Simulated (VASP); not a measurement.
Runs of VASP 6.6.1 on TiO. The structure is that of space group P-6m2 (No. 187), or close to it. The cells are those of the table. 

```csv
cell,gap on the mesh (eV),pressure (GPa)
"a = 2.710, b = 2.710, c = 2.745 Å, angles 90.0, 90.0, 120.0°, 2 atoms",none,31.8
"a = 2.833, b = 2.833, c = 2.843 Å, angles 90.0, 90.0, 120.0°, 2 atoms",none,-5.4
"a = 2.773, b = 2.773, c = 2.794 Å, angles 90.0, 90.0, 120.0°, 2 atoms",none,(a)
"a = 2.677, b = 2.677, c = 2.720 Å, angles 90.0, 90.0, 120.0°, 2 atoms",none,(c)
"a = 2.804, b = 2.804, c = 2.819 Å, angles 90.0, 90.0, 120.0°, 2 atoms",none,1.8
"a = 2.862, b = 2.862, c = 2.866 Å, angles 90.0, 90.0, 120.0°, 2 atoms",none,-11.6
"a = 2.900, b = 2.900, c = 2.897 Å, angles 90.0, 90.0, 120.0°, 2 atoms",none,-18.4
"a = 2.742, b = 2.742, c = 2.770 Å, angles 90.0, 90.0, 120.0°, 2 atoms",none,(b)
```

Alike in all rows: task single point; level r2SCAN; potentials or basis VASP PAW PBE potentials, release 64 (Ti_sv, O); no spin polarisation; k mesh 18 × 18 × 14; cutoff (eV) 520; smearing gaussian 0.1 eV.

Question: Fill in the values left out.

Answer: (a) 10.3; (b) 20.2; (c) 45.4.

Caveats: the PAW data sets were made with another functional, which shifts forces and pressure a little; semilocal functionals often make such compounds metallic where correlation or magnetic order opens a gap, which also shifts bond lengths; the cell stands under pressure (at least some runs); the cell stands under tension (at least some runs).

A gap of «none» marks levels without a gap at the run's occupations.
